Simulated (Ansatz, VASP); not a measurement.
TiCo: VASP beside Ansatz

File INCAR:

```
SYSTEM = TiCo
  PREC = Accurate
  ENCUT = 520
  EDIFF = 1E-7
  ISMEAR = -1
  SIGMA = 0.05
  LREAL = .False.
  LASPH = .True.
  NELM = 150
  ALGO = Normal
  ISIF = 2
  LWAVE = .False.
  LCHARG = .True.
  ISPIN = 2
  MAGMOM = 2 1
  LORBIT = 11
  LMAXMIX = 4
  GGA = CA
  LELF = .True.
  LVHAR = .True.
  NBANDS = 22
```

KPOINTS

```
Automatic mesh
0
Gamma
  9 9 9
  0 0 0
```

Contents of POSCAR:

```
TiCo
1.0
    2.9457531915      0.0000000000      0.0000000000
    0.0000000000      2.9457531915      0.0000000000
    0.0000000000      0.0000000000      2.9457531915
Co Ti
1 1
Direct
    0.5000000000      0.5000000000      0.5000000000
    0.0000000000      0.0000000000      0.0000000000
```

File input.yaml:

```yaml
crystal:
  lattice:
    - [2.9457531915, 0.0, 0.0]
    - [0.0, 2.9457531915, 0.0]
    - [0.0, 0.0, 2.9457531915]
  atoms:
    - { symbol: Co, position: [0.5, 0.5, 0.5], spin: 2.0 }
    - { symbol: Ti, position: [0.0, 0.0, 0.0], spin: 1.0 }
hamiltonian:
  xc: lda
  pseudopotentials: { kind: paw }
magnetization:
  spin_polarized: true
kpoints:
  mp_grid: { grid: [9, 9, 9] }
scf:
  occupations: { method: fermi_dirac, width: 0.05 }
output:
  forces: true
  stress: true
  eigenvalues: true
```

Alike in both runs: task single point; functional LDA; k mesh 9 × 9 × 9; occupations fermi-dirac, width 0.05 eV; collinear spin.

|  | VASP | Ansatz |
| --- | --- | --- |
| version | VASP 6.6.1 | Ansatz 0.2.0 |
| potentials or method | VASP PAW LDA potentials, release 64 (Co, Ti_sv) | Ansatz PAW |
| plane-wave cutoff (eV) | 520 | 420 |
| valence electrons in the cell | 21 | 29 |

|  | VASP | Ansatz | Ansatz less VASP |
| --- | --- | --- | --- |
| gap on the k mesh at the Fermi level (eV) | none | none | - |
| pressure (GPa) | -8.5 | -8.3 | +0.24 |
| net moment per atom (μB) | 0.20 | 0.23 | +0.022 |
| size of the moment on the site where the two differ most (μB) | 0.41 | 0.48 | +0.065 |

LDA's correlation is that of Perdew and Zunger in VASP and of Perdew and Wang (1992) in Ansatz. Site moments also hang on the region over which each program counts them. A gap of «none» marks a metal or a gap that the smearing closes. VASP's potentials hold 21 valence electrons a cell and Ansatz's 29, so a difference there can come from the potentials and not from the codes.
